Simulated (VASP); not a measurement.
Input of a VASP 6.6.1 run:

Contents of INCAR:

```
SYSTEM = Hf2Ga6WO16
  PREC = Accurate
  ENCUT = 520
  EDIFF = 1E-6
  ISMEAR = -1
  SIGMA = 0.1034
  LREAL = Auto
  LASPH = .TRUE.
  NELM = 60
  ALGO = Normal
  ISIF = 2
  LWAVE = .FALSE.
  LCHARG = .FALSE.
  GGA = PE
  NBANDS = 122
  ISYM = 0
```

Contents of KPOINTS:

```
Automatic mesh
0
G
  1 1 1
  0 0 0
```

The input POSCAR:

```
Hf2Ga6WO16
1.0
    6.7546960000      0.0703500000      0.2133700000
    0.0703500000      6.6525360000     -0.1906710000
    0.2133700000     -0.1906710000      6.6892510000
W O Hf Ga
1 16 2 6
Direct
    0.5014878645      0.5105662548      0.6513736310
    0.0077343328      0.1866647272      0.7737407784
    0.6569120306      0.8562852163      0.2820512249
    0.4683223037      0.6439391336      0.9758733210
    0.0057407194      0.1509094051      0.2125027376
    0.6420051398      0.4331669096      0.3785028744
    0.2765281097      0.4664204292      0.3857243579
    0.2008466797      0.9103279662      0.9108785853
    0.2806902833      0.9219199390      0.3109499869
    0.2336252542      0.4762100788      0.7840795377
    1.0188481138      0.6065359031      0.1871018422
    0.7414516486      0.9000702365      0.9059782259
    0.4552042056      0.1969129599      0.0485032883
   -0.0455322651      0.8669290825      0.5464739557
    0.5083775453      0.1760679537      0.6192381682
    0.4563914785      0.7667722074      0.6158873353
    0.7729763266      0.4602374779      0.7159309736
    0.9529897853      0.8932536145      0.1136022747
    0.1523607652      0.3427657221      0.0410544120
    0.4809448471      0.6319783114      0.2481234049
    0.9497283367      0.5409467954      0.5107615683
    0.7600500686      0.0419568863      0.6817461444
    0.5029886982      0.1152485272      0.3035502560
    0.2067332202     -0.0023839649      0.6296042382
    0.4682632783      0.9096767874     -0.0336029180
```

Potentials or basis: VASP PAW PBE potentials, release 64 (W_sv, O, Hf_pv, Ga_d).

Command:

```bash
$ cat potpaw_PBE.64/W_sv/POTCAR potpaw_PBE.64/O/POTCAR potpaw_PBE.64/Hf_pv/POTCAR potpaw_PBE.64/Ga_d/POTCAR > POTCAR
$ mpirun -np 1 vasp_gam > vasp.out
```

Problem. What does it give for the pressure?

Solution. -3.0 GPa.

Problem. Estimate the band gap on the k mesh.

Solution. 0.76 eV.

Problem. Predict the largest force.

Solution. 3.589 eV/Å.

Stress tensor (GPa, compression positive):
```
-8.30  1.28  2.33
 1.28  1.54 -5.31
 2.33 -5.31 -2.23
```

Caveat: the k points lie up to 0.95 Å⁻¹ apart; spin-orbit coupling is left out, which moves the levels of the heavy elements.
